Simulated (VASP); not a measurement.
# C (P6_3/mmc) in VASP: relaxation of cell and atoms with PBE+D3(BJ)

Aim: the relaxation of cell and atoms of C with PBE+D3(BJ).

Everything below comes from runs of VASP 6.6.1. Logs are shortened: lines on timing, memory, paths and dates and some standing lists are left out, and cuts for length are marked.

## (1) The cell of the first run

It takes space group P6_3/mmc (No. 194, hexagonal). The conventional cell has a = 2.461 Å, b = 2.461 Å, c = 6.708 Å, α = 90.00°, β = 90.00°, γ = 120.00°. C (site symmetry -6m2) has 3 C at 1.42 Å within 1.9 Å. Within 1.9 Å of C (site symmetry -6m2) lie 3 C at 1.42 Å.

## (2) Relaxation of cell and atoms, PBE+D3(BJ)

INCAR

```
PREC = Accurate
ENCUT = 600
EDIFF = 1E-7
ISMEAR = -1
SIGMA = 0.1
LREAL = False
LASPH = True
NELM = 120
ALGO = Normal
ISIF = 3
LWAVE = False
LCHARG = False
GGA = PE
IVDW = 12
IBRION = 2
NSW = 80
EDIFFG = -0.01
GGA_COMPAT = False
NELMIN = 4
```

KPOINTS

```
regular mesh
0
Gamma
  9 9 3
```

POSCAR

```
C
1.0
    1.2305000000     -2.1312885187      0.0000000000
    1.2305000000      2.1312885187      0.0000000000
    0.0000000000      0.0000000000      6.7080000000
C
4
Direct
    0.0000000000      0.0000000000      0.2500000000
    0.0000000000      0.0000000000      0.7500000000
    0.3333333333      0.6666666667      0.2500000000
    0.6666666667      0.3333333333      0.7500000000
```

Potentials or basis: VASP PAW PBE potentials, release 64 (C).

Started as:

```console
$ cat potpaw_PBE.64/C/POTCAR > POTCAR
$ mpirun -np 1 vasp_std > vasp.out
```

OUTCAR:

```text
PREC = Accurate
   ENCUT = 600
   EDIFF = 1E-7
   ISMEAR = -1
   LREAL = False
   LASPH = True
   NELM = 120
   ISIF = 3
   GGA = PE
   IVDW = 12
   IBRION = 2
   NSW = 80
   EDIFFG = -0.01
   NELMIN = 4
 IVDW          = 12

 ion  position               nearest neighbor table
   1  0.000  0.000  0.250-   3 1.42   3 1.42   3 1.42
   2  0.000  0.000  0.750-   4 1.42   4 1.42   4 1.42
   3  0.333  0.667  0.250-   1 1.42   1 1.42   1 1.42
   4  0.667  0.333  0.750-   2 1.42   2 1.42   2 1.42

  LATTYP: Found a hexagonal cell.
 ALAT       =     2.4610000000
 C/A-ratio  =     2.7257212515

  Lattice vectors:

 A1 = (   1.2305000000,  -2.1312885187,   0.0000000000)
 A2 = (   1.2305000000,   2.1312885187,   0.0000000000)
 A3 = (   0.0000000000,   0.0000000000,   6.7080000000)

Analysis of symmetry for initial positions (statically):
=====================================================================
 Subroutine PRICEL returns:
 Original cell was already a primitive cell.

 Routine SETGRP: Setting up the symmetry group for a
 hexagonal supercell.

 Subroutine GETGRP returns: Found 24 space group operations
 (whereof 12 operations were pure point group operations)
 out of a pool of 24 trial point group operations.

The static configuration has the point symmetry D_3d.
 The point group associated with its full space group is D_6h.

Analysis of symmetry for dynamics (positions and initial velocities):
=====================================================================
 Subroutine PRICEL returns:
 Original cell was already a primitive cell.

 Routine SETGRP: Setting up the symmetry group for a
 hexagonal supercell.

 Subroutine GETGRP returns: Found 24 space group operations
 (whereof 12 operations were pure point group operations)
 out of a pool of 24 trial point group operations.

The dynamic configuration has the point symmetry D_3d.
 The point group associated with its full space group is D_6h.

 Subroutine INISYM returns: Found 24 space group operations
 (whereof 12 operations are pure point group operations),
 and found     1 'primitive' translations

----------------------------------------------------------------------------------------

                                     Primitive cell

  volume of cell :      35.1841

  direct lattice vectors                    reciprocal lattice vectors
     1.230500000 -2.131288519  0.000000000     0.406338887 -0.234599866  0.000000000
     1.230500000  2.131288519  0.000000000     0.406338887  0.234599866  0.000000000
     0.000000000  0.000000000  6.708000000     0.000000000  0.000000000  0.149075730

  length of vectors
     2.461000000  2.461000000  6.708000000     0.469199731  0.469199731  0.149075730

  position of ions in fractional coordinates (direct lattice)
     0.000000000  0.000000000  0.250000000
     0.000000000  0.000000000  0.750000000
     0.333333333  0.666666667  0.250000000
     0.666666667  0.333333333  0.750000000

  ion indices of the primitive-cell ions
   primitive index   ion index
                 1           1
                 2           2
                 3           3
                 4           4

----------------------------------------------------------------------------------------

 KPOINTS: regular mesh

Automatic generation of k-mesh.
 Grid dimensions read from file:
 generate k-points for:    9    9    3

 Generating k-lattice:

  Cartesian coordinates                     Fractional coordinates (reciprocal lattice)
     0.045148765 -0.026066652  0.000000000     0.111111111 -0.000000000  0.000000000
     0.045148765  0.026066652  0.000000000    -0.000000000  0.111111111  0.000000000
     0.000000000  0.000000000  0.049691910     0.000000000  0.000000000  0.333333333

  Length of vectors
     0.052133303  0.052133303  0.049691910

  Shift w.r.t. Gamma in fractional coordinates (k-lattice)
     0.000000000  0.000000000  0.000000000

 Subroutine IBZKPT returns following result:
 ===========================================

 Found     24 irreducible k-points:

 Following reciprocal coordinates:
            Coordinates               Weight
  0.000000  0.000000  0.000000      1.000000
  0.111111  0.000000  0.000000      6.000000
  0.222222  0.000000  0.000000      6.000000
  0.333333  0.000000  0.000000      6.000000
  0.444444  0.000000  0.000000      6.000000
  0.111111  0.111111  0.000000      6.000000
[... 16 lines left out ...]
  0.333333  0.222222  0.333333     24.000000
  0.333333  0.333333  0.333333      4.000000
   k-points           NKPTS =     24   k-points in BZ     NKDIM =     24   number of bands    NBANDS=     12
   number of dos      NEDOS =    301   number of ions     NIONS =      4
   total plane-waves  NPLWV =  21600
   dimension x,y,z NGX =    20 NGY =   20 NGZ =   54
   dimension x,y,z NGXF=    40 NGYF=   40 NGZF=  108
   ions per type =               4
   NGX,Y,Z   is equivalent  to a cutoff of  13.51, 13.51, 13.38 a.u.
   NGXF,Y,Z  is equivalent  to a cutoff of  27.02, 27.02, 26.77 a.u.
 SYSTEM =  unknown system
   PREC   = accura    normal or accurate (medium, high low for compatibility)
   ISTART =      0    job   : 0-new  1-cont  2-samecut
   ICHARG =      2    charge: 1-file 2-atom 10-const
   ISPIN  =      1    spin polarized calculation?
   LNONCOLLINEAR =      F non collinear calculations
   LSORBIT =      F    spin-orbit coupling
   LASPH  =      T    aspherical Exc in radial PAW
   ENCUT  =  600.0 eV  44.10 Ry    6.64 a.u.   4.92  4.92 13.40*2*pi/ulx,y,z
   NELM   =    120;   NELMIN=  4; NELMDL= -5     # of ELM steps
   EDIFF  = 0.1E-06   stopping-criterion for ELM
   LREAL  =      F    real-space projection
   EDIFFG = -.1E-01   stopping-criterion for IOM
   NSW    =     80    number of steps for IOM
   IBRION =      2    ionic relax: 0-MD 1-quasi-New 2-CG
   NFREE  =      1    steps in history (QN), initial steepest desc. (CG)
   ISIF   =      3    stress and relaxation
   ISYM   =      2    0-nonsym 1-usesym 2-fastsym
   POTIM  = 0.5000    time-step for ionic-motion
   TEBEG  =    0.0;   TEEND  =   0.0 temperature during run
   PSTRESS=    0.0 pullay stress
   NELECT =      16.0000    total number of electrons
   NUPDOWN=      -1.0000    fix difference up-down
   EMIN   =  10.00;   EMAX   =-10.00  energy-range for DOS
   EFERMI =   0.00;   METHOD = LEGACY
   ISMEAR =    -1;   SIGMA  =   0.10  broadening in eV -4-tet -1-fermi 0-gaus
   EFERMI_NEDOS =   21; number of points for ismear=-14 and -15
   IALGO  =     38    algorithm
   IMIX   =      4    mixing-type and parameters
     AMIX     =   0.40;   BMIX     =  1.00
     AMIX_MAG =   1.60;   BMIX_MAG =  1.00
  volume/ion in A,a.u.               =       8.80        59.36
  Fermi-wavevector in a.u.,A,eV,Ry     =   1.258923  2.379020 21.563700  1.584887
  Thomas-Fermi vector in A             =   2.392508
   LORBIT       =      0    0 simple, 1 ext, 2 COOP (PROOUT), +10 PAW based schemes
   GGA     = PE    functional components
   LHFCALC =     F    Hartree Fock is set to
   AEXX    =    0.0000 exact exchange contribution
   IVDW    =    12    specifies the selected vdW correction
   LEPSILON=     F    determine dielectric tensor
   LRPA    =     F    only Hartree local field effects (RPA)
 conjugate gradient relaxation of ions
 non-spin polarized calculation
  energy-cutoff  :      600.00
  volume of cell :       35.18
 maximum number of plane-waves:      1194
 NGX is ok and might be reduce to    20
   NGX =  9   NGY =  9   NGZ = 27

--------------------------------------- Ionic step        1  -------------------------------------------

 number of electron      16.0000002 magnetization

 Free energy of the ion-electron system (eV)
  ---------------------------------------------------
  ext. energy  EPLUGINS =         0.00000000
  ---------------------------------------------------
  free energy    TOTEN  =       -36.84027864 eV

  energy without entropy =      -36.83243942  energy(sigma->0) =      -36.83635903

------------------------ aborting loop because EDIFF is reached ----------------------------------------

 Edisp (eV)   -0.62582

 E8    (eV) :    -0.1773

  FORCE on cell =-STRESS in cart. coord.  units (eV):
  Direction    XX          YY          ZZ          XY          YZ          ZX
  --------------------------------------------------------------------------------------
  -------------------------------------------------------------------------------------
  Total       0.54560     0.54560    -0.08306     0.00000    -0.00000     0.00000
  in kB      24.84495    24.84495    -3.78212     0.00000    -0.00000     0.00000
  external pressure =       15.30 kB  Pullay stress =        0.00 kB
[... 233 lines left out ...]
  energy  without entropy=      -37.4595733260  energy(sigma->0) =      -37.46346335

--------------------------------------- Ionic step        7  -------------------------------------------

 number of electron      16.0000001 magnetization

 Free energy of the ion-electron system (eV)
  ---------------------------------------------------
  ext. energy  EPLUGINS =         0.00000000
  ---------------------------------------------------
  free energy    TOTEN  =       -36.83576877 eV

  energy without entropy =      -36.82805923  energy(sigma->0) =      -36.83191400

 E-fermi :   4.7421     XC(G=0): -10.3816

 val. band max:        4.7229241837   @ k =   0.3333   0.3333   0.0000
 cond. band min:       4.7505226063   @ k =   0.3333   0.3333   0.3333
 fundamental gap:      0.0275984226
 Fermi energy:         4.7420969605

 k-point     1 :       0.0000    0.0000    0.0000
  band No.  band energies     occupation
      1     -14.9084      2.00000
      2     -14.5879      2.00000
      3      -3.7981      2.00000
      4      -1.7441      2.00000
      5       1.7300      2.00000
      6       1.7300      2.00000
      7       1.7501      2.00000
      8       1.7501      2.00000
      9       9.1118      0.00000
     10      13.0645      0.00000
     11      13.0645      0.00000
     12      13.1205      0.00000
[... 378 lines left out ...]
  FREE ENERGIE OF THE ION-ELECTRON SYSTEM (eV)
  ---------------------------------------------------
  free  energy   TOTEN  =       -37.4675128280 eV

  energy  without entropy=      -37.4598032894  energy(sigma->0) =      -37.46365806

 reached required accuracy - stopping structural energy minimisation
```

Run time: 31 s. Hardware: 1 thread of Intel Xeon 6975P-C (Granite Rapids), shared host; peak memory 0.16 GiB.

What came out:

```yaml
Free_energy: -37.4675 eV
Relaxed_volume: 8.76 Å³/atom
Relaxed_cell: a = 2.466 Å, b = 2.466 Å, c = 6.653 Å, α = 90.00°, β = 90.00°, γ = 120.00°
Space_group_after_relaxing_to_0.05_Å: P6_3/mmc (No. 194)
Energy_gained_by_relaxing: 0.4 meV/atom
Ionic_steps: 7
Pressure_after_relaxing: 0.0 GPa
Band_gap_on_the_k_mesh: zero (band 8 reaches 4.75 eV, above the bottom of band 9 at 4.72 eV)
Dispersion_energy_per_atom: -0.158 eV
```

Stress tensor (GPa, compression positive):
```
 0.02  0.00  0.00
 0.00  0.02  0.00
 0.00  0.00 -0.07
```

The path:
```tsv
step	energy change (eV)	largest force (eV/Å)	pressure (GPa)	volume (Å³)
1	0.0000	0.0000	1.53	35.18
2	0.0052	0.0000	-4.10	35.61
3	-0.0010	0.0000	-0.14	35.31
4	-0.0010	0.0000	-0.11	35.31
5	-0.0011	0.0000	-0.10	35.28
6	-0.0013	0.0000	-0.07	35.19
7	-0.0014	0.0000	-0.01	35.02
```

Final structure:
```
CELL_PARAMETERS angstrom
1.23276 -2.13520 0.00000
1.23276 2.13520 0.00000
0.00000 0.00000 6.65268
ATOMIC_POSITIONS crystal
C 0.00000 0.00000 0.25000
C 0.00000 0.00000 0.75000
C 0.33333 0.66667 0.25000
C 0.66667 0.33333 0.75000
```
